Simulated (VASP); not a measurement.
# HfZrSe3 (R32) in VASP: single point with PBE

Aim: the single point of HfZrSe3 with PBE.

Everything below comes from runs of VASP 6.6.1. Logs are shortened: lines on timing, memory, paths and dates and some standing lists are left out, and cuts for length are marked.

## 1. The cell of the first run

It takes space group R32 (No. 155, trigonal). Conventional cell: a = 6.659 Å, b = 6.659 Å, c = 10.254 Å, α = 90.00°, β = 90.00°, γ = 120.00°. Within 3.4 Å of Zr (site symmetry 32) lie 3 Se at 2.59 Å. Within 3.5 Å of Hf (site symmetry 32) lie 6 Se at 2.68 Å. Within 3.4 Å of Se (site symmetry 2) lie 1 Zr at 2.59 Å and 2 Hf at 2.68 Å.

## 2. Single point, PBE

INCAR

```
SYSTEM = HfZrSe3
PREC = Accurate ; ENCUT = 500
EDIFF = 1E-6 ; ISMEAR = 0
SIGMA = 0.15 ; LREAL = .FALSE.
LASPH = .TRUE. ; NELM = 120
ALGO = Normal ; ISIF = 2
LWAVE = .FALSE. ; LCHARG = .FALSE.
GGA = PE ; NBANDS = 28
GGA_COMPAT = .FALSE.
```

KPOINTS

```
regular mesh
0
G
  3 3 3
  0 0 0
```

POSCAR

```
HfZrSe3
1.0
    3.3297059515      1.9224066290      3.4181540588
   -3.3297059515      1.9224066290      3.4181540588
    0.0000000000     -3.8448132533      3.4181540614
Zr Hf Se
1 1 3
Direct
    0.5000000000      0.5000000000      0.5000000000
    0.0000000000      0.0000000000      0.0000000000
    0.5000000000      0.8889492466      0.1110507534
    0.1110507534      0.5000000000      0.8889492466
    0.8889492466      0.1110507534      0.5000000000
```

Potentials or basis: VASP PAW PBE potentials, release 64 (Zr_sv, Hf_pv, Se).

Launch:

```sh
$ cat potpaw_PBE.64/Zr_sv/POTCAR potpaw_PBE.64/Hf_pv/POTCAR potpaw_PBE.64/Se/POTCAR > POTCAR
$ mpirun -np 1 vasp_std > vasp.out
```

OUTCAR:

```text
SYSTEM = HfZrSe3
   PREC = Accurate
   ENCUT = 500
   EDIFF = 1E-6
   ISMEAR = 0
   LREAL = .FALSE.
   LASPH = .TRUE.
   NELM = 120
   ISIF = 2
   GGA = PE

 ion  position               nearest neighbor table
   1  0.500  0.500  0.500-   5 2.59   4 2.59   3 2.59
   2  0.000  0.000  0.000-   5 2.68   5 2.68   3 2.68   4 2.68   4 2.68   3 2.68
   3  0.500  0.889  0.111-   1 2.59   2 2.68   2 2.68
   4  0.111  0.500  0.889-   1 2.59   2 2.68   2 2.68
   5  0.889  0.111  0.500-   1 2.59   2 2.68   2 2.68

  LATTYP: Found a trigonal (rhomboedric) cell.
 ALAT       =     5.1445472240
 COS(alpha) =     0.1621863262

  Lattice vectors:

 A1 = (   3.3297059515,   1.9224066290,   3.4181540588)
 A2 = (  -3.3297059515,   1.9224066290,   3.4181540588)
 A3 = (   0.0000000000,  -3.8448132533,   3.4181540614)

Analysis of symmetry for initial positions (statically):
=====================================================================
 Subroutine PRICEL returns:
 Original cell was already a primitive cell.

 Routine SETGRP: Setting up the symmetry group for a
 trigonal (rhombohedral) supercell.

 Subroutine GETGRP returns: Found  6 space group operations
 (whereof  6 operations were pure point group operations)
 out of a pool of 12 trial point group operations.

The static configuration has the point symmetry D_3 .

Analysis of symmetry for dynamics (positions and initial velocities):
=====================================================================
 Subroutine PRICEL returns:
 Original cell was already a primitive cell.

 Routine SETGRP: Setting up the symmetry group for a
 trigonal (rhombohedral) supercell.

 Subroutine GETGRP returns: Found  6 space group operations
 (whereof  6 operations were pure point group operations)
 out of a pool of 12 trial point group operations.

The dynamic configuration has the point symmetry D_3 .

 Subroutine INISYM returns: Found  6 space group operations
 (whereof  6 operations are pure point group operations),
 and found     1 'primitive' translations

----------------------------------------------------------------------------------------

                                     Primitive cell

  volume of cell :     131.2786

  direct lattice vectors                    reciprocal lattice vectors
     3.329705951  1.922406629  3.418154059     0.150163410  0.086696885  0.097518522
    -3.329705951  1.922406629  3.418154059    -0.150163410  0.086696885  0.097518522
     0.000000000 -3.844813253  3.418154061     0.000000000 -0.173393770  0.097518523

  length of vectors
     5.144547224  5.144547224  5.144547224     0.198935321  0.198935321  0.198935321

  position of ions in fractional coordinates (direct lattice)
     0.500000000  0.500000000  0.500000000
     0.000000000  0.000000000  0.000000000
     0.500000000  0.888949247  0.111050753
     0.111050753  0.500000000  0.888949247
     0.888949247  0.111050753  0.500000000

  ion indices of the primitive-cell ions
   primitive index   ion index
                 1           1
                 2           2
                 3           3
                 4           4
                 5           5

----------------------------------------------------------------------------------------

 KPOINTS: regular mesh

Automatic generation of k-mesh.
 Grid dimensions read from file:
 generate k-points for:    3    3    3

 Generating k-lattice:

  Cartesian coordinates                     Fractional coordinates (reciprocal lattice)
     0.050054470  0.028898962  0.032506174     0.333333333 -0.000000000  0.000000000
    -0.050054470  0.028898962  0.032506174    -0.000000000  0.333333333  0.000000000
     0.000000000 -0.057797923  0.032506174     0.000000000  0.000000000  0.333333333

  Length of vectors
     0.066311774  0.066311774  0.066311774

  Shift w.r.t. Gamma in fractional coordinates (k-lattice)
     0.000000000  0.000000000  0.000000000

 Subroutine IBZKPT returns following result:
 ===========================================

 Found      6 irreducible k-points:

 Following reciprocal coordinates:
            Coordinates               Weight
  0.000000  0.000000  0.000000      1.000000
  0.333333 -0.000000  0.000000      6.000000
  0.333333  0.333333  0.000000      6.000000
 -0.333333  0.333333  0.000000      6.000000
  0.333333  0.333333  0.333333      2.000000
 -0.333333  0.333333  0.333333      6.000000
   k-points           NKPTS =      6   k-points in BZ     NKDIM =      6   number of bands    NBANDS=     28
   number of dos      NEDOS =    301   number of ions     NIONS =      5
   total plane-waves  NPLWV =  64000
   dimension x,y,z NGX =    40 NGY =   40 NGZ =   40
   dimension x,y,z NGXF=    80 NGYF=   80 NGZF=   80
   ions per type =               1   1   3
   NGX,Y,Z   is equivalent  to a cutoff of  12.93, 12.93, 12.93 a.u.
   NGXF,Y,Z  is equivalent  to a cutoff of  25.85, 25.85, 25.85 a.u.
 SYSTEM =  HfZrSe3
   PREC   = accura    normal or accurate (medium, high low for compatibility)
   ISTART =      0    job   : 0-new  1-cont  2-samecut
   ICHARG =      2    charge: 1-file 2-atom 10-const
   ISPIN  =      1    spin polarized calculation?
   LNONCOLLINEAR =      F non collinear calculations
   LSORBIT =      F    spin-orbit coupling
   LASPH  =      T    aspherical Exc in radial PAW
   ENCUT  =  500.0 eV  36.75 Ry    6.06 a.u.   9.38  9.38  9.38*2*pi/ulx,y,z
   NELM   =    120;   NELMIN=  2; NELMDL= -5     # of ELM steps
   EDIFF  = 0.1E-05   stopping-criterion for ELM
   LREAL  =      F    real-space projection
   EDIFFG = 0.1E-04   stopping-criterion for IOM
   NSW    =      0    number of steps for IOM
   IBRION =     -1    ionic relax: 0-MD 1-quasi-New 2-CG
   NFREE  =      0    steps in history (QN), initial steepest desc. (CG)
   ISIF   =      2    stress and relaxation
   ISYM   =      2    0-nonsym 1-usesym 2-fastsym
   POTIM  = 0.5000    time-step for ionic-motion
   TEBEG  =    0.0;   TEEND  =   0.0 temperature during run
   PSTRESS=    0.0 pullay stress
   NELECT =      40.0000    total number of electrons
   NUPDOWN=      -1.0000    fix difference up-down
   EMIN   =  10.00;   EMAX   =-10.00  energy-range for DOS
   EFERMI =   0.00;   METHOD = LEGACY
   ISMEAR =     0;   SIGMA  =   0.15  broadening in eV -4-tet -1-fermi 0-gaus
   EFERMI_NEDOS =   21; number of points for ismear=-14 and -15
   IALGO  =     38    algorithm
   IMIX   =      4    mixing-type and parameters
     AMIX     =   0.40;   BMIX     =  1.00
     AMIX_MAG =   1.60;   BMIX_MAG =  1.00
  volume/ion in A,a.u.               =      26.26       177.18
  Fermi-wavevector in a.u.,A,eV,Ry     =   1.101616  2.081752 16.511450  1.213557
  Thomas-Fermi vector in A             =   2.238046
   LORBIT       =      0    0 simple, 1 ext, 2 COOP (PROOUT), +10 PAW based schemes
   GGA     = PE    functional components
   LHFCALC =     F    Hartree Fock is set to
   AEXX    =    0.0000 exact exchange contribution
   IVDW    =     0    specifies the selected vdW correction
   LEPSILON=     F    determine dielectric tensor
   LRPA    =     F    only Hartree local field effects (RPA)
 non-spin polarized calculation
 Gauss-broadening in eV      SIGMA  =   0.15
  energy-cutoff  :      500.00
  volume of cell :      131.28
 maximum number of plane-waves:      3343
 NGX is ok and might be reduce to    40
   NGX = 19   NGY = 19   NGZ = 19

 number of electron      39.9999994 magnetization

 Free energy of the ion-electron system (eV)
  ---------------------------------------------------
  ext. energy  EPLUGINS =         0.00000000
  ---------------------------------------------------
  free energy    TOTEN  =       -32.18105788 eV

  energy without entropy =      -32.09698786  energy(sigma->0) =      -32.13902287

 E-fermi :   4.9457     XC(G=0):  -9.5433

 val. band max:        4.9311130927   @ k =   0.3333   0.3333   0.0000
 cond. band min:       4.9519377963   @ k =  -0.3333   0.3333   0.3333
 fundamental gap:      0.0208247037
 Fermi energy:         4.9456731587

 k-point     1 :       0.0000    0.0000    0.0000
  band No.  band energies     occupation
      1     -45.2334      2.00000
      2     -27.2237      2.00000
      3     -27.1747      2.00000
      4     -27.1747      2.00000
      5     -23.2883      2.00000
      6     -23.2776      2.00000
[... 20 lines left out ...]
     27       7.5480      0.00000
     28       7.5481      0.00000

 k-point     2 :       0.3333   -0.0000    0.0000
  band No.  band energies     occupation
      1     -45.2334      2.00000
      2     -27.2254      2.00000
      3     -27.1768      2.00000
      4     -27.1746      2.00000
      5     -23.2891      2.00000
      6     -23.2792      2.00000
[... 20 lines left out ...]
     27       7.2922      0.00000
     28       7.8544      0.00000

 k-point     3 :       0.3333    0.3333    0.0000
  band No.  band energies     occupation
      1     -45.2333      2.00000
      2     -27.2271      2.00000
      3     -27.1779      2.00000
      4     -27.1755      2.00000
      5     -23.2898      2.00000
      6     -23.2795      2.00000
[... 20 lines left out ...]
     27       7.4692      0.00000
     28       7.8998      0.00000

 k-point     4 :      -0.3333    0.3333    0.0000
  band No.  band energies     occupation
      1     -45.2333      2.00000
      2     -27.2271      2.00000
      3     -27.1779      2.00000
      4     -27.1755      2.00000
      5     -23.2897      2.00000
      6     -23.2798      2.00000
[... 20 lines left out ...]
     27       7.3520      0.00000
     28       8.0945      0.00000

 k-point     5 :       0.3333    0.3333    0.3333
  band No.  band energies     occupation
      1     -45.2333      2.00000
      2     -27.2286      2.00000
      3     -27.1782      2.00000
      4     -27.1772      2.00000
      5     -23.2903      2.00000
      6     -23.2796      2.00000
[... 20 lines left out ...]
     27       7.0516      0.00000
     28       8.3399      0.00000

 k-point     6 :      -0.3333    0.3333    0.3333
  band No.  band energies     occupation
      1     -45.2333      2.00000
      2     -27.2287      2.00000
      3     -27.1779      2.00000
      4     -27.1776      2.00000
      5     -23.2903      2.00000
      6     -23.2795      2.00000
[... 20 lines left out ...]
     27       7.2412      0.00000
     28       8.5517      0.00000

------------------------ aborting loop because EDIFF is reached ----------------------------------------

  FORCE on cell =-STRESS in cart. coord.  units (eV):
  Direction    XX          YY          ZZ          XY          YZ          ZX
  --------------------------------------------------------------------------------------
  -------------------------------------------------------------------------------------
  Total        0.1919904      0.1919904      0.1234821      0.0000000     -0.0000000      0.0000000
  in kB        2.3431280      2.3431280      1.5070256      0.0000000     -0.0000000      0.0000000
  external PRESSURE =       2.0644272 kB  Pullay stress =       0.0000000 kB

 VOLUME and BASIS-vectors are now :
 -----------------------------------------------------------------------------
  energy-cutoff  :      500.00
  volume of cell :      131.28
      direct lattice vectors                 reciprocal lattice vectors
     3.329705951  1.922406629  3.418154059     0.150163410  0.086696885  0.097518522
    -3.329705951  1.922406629  3.418154059    -0.150163410  0.086696885  0.097518522
     0.000000000 -3.844813253  3.418154061     0.000000000 -0.173393770  0.097518523

 POSITION                                       TOTAL-FORCE (eV/Angst)
 -----------------------------------------------------------------------------------
      0.00000      0.00000      5.12723         0.000000     -0.000000      0.000000
      0.00000      0.00000      0.00000         0.000000     -0.000000      0.000000
     -1.29509      2.24316      5.12723        -0.006026      0.010438     -0.000000
     -1.29509     -2.24316      5.12723        -0.006026     -0.010438      0.000000
      2.59017      0.00000      5.12723         0.012052      0.000000     -0.000000
 -----------------------------------------------------------------------------------
    total drift:                                0.000000      0.000000      0.000000

  FREE ENERGIE OF THE ION-ELECTRON SYSTEM (eV)
  ---------------------------------------------------
  free  energy   TOTEN  =       -32.1810578751 eV

  energy  without entropy=      -32.0969878597  energy(sigma->0) =      -32.13902287
```

Wall time 54 s (1 thread of Intel Xeon 8259CL, shared host); peak memory 0.25 GiB.

What came out:

```
Free energy            : -32.1811 eV
Pressure               : 0.2 GPa
Largest force          : 0.012 eV/Å
Band gap on the k mesh : zero (band 20 reaches 4.95 eV, above the bottom of band 21 at 4.93 eV)
```

Forces on the atoms (eV/Å):
```
Zr   0.000  0.000  0.000
Hf   0.000  0.000  0.000
Se  -0.006  0.010  0.000
Se  -0.006 -0.010  0.000
Se   0.012  0.000  0.000
```

Stress tensor (GPa, compression positive):
```
0.23 0.00 0.00
0.00 0.23 0.00
0.00 0.00 0.15
```

Levels at points of the mesh, in eV from the Fermi level:
| k point | band 16 | band 17 | band 18 | band 19 | band 20 | band 21 | band 22 | band 23 | band 24 | band 25 |
| --- | --- | --- | --- | --- | --- | --- | --- | --- | --- | --- |
| (0.00, 0.00, 0.00) | -3.79 | -2.60 | -2.60 | -1.52 | -0.46 | 0.09 | 0.09 | 0.53 | 1.16 | 1.16 |

Caveat: the k points lie up to 0.42 Å⁻¹ apart; spin-orbit coupling is left out, which moves the levels of the heavy elements.
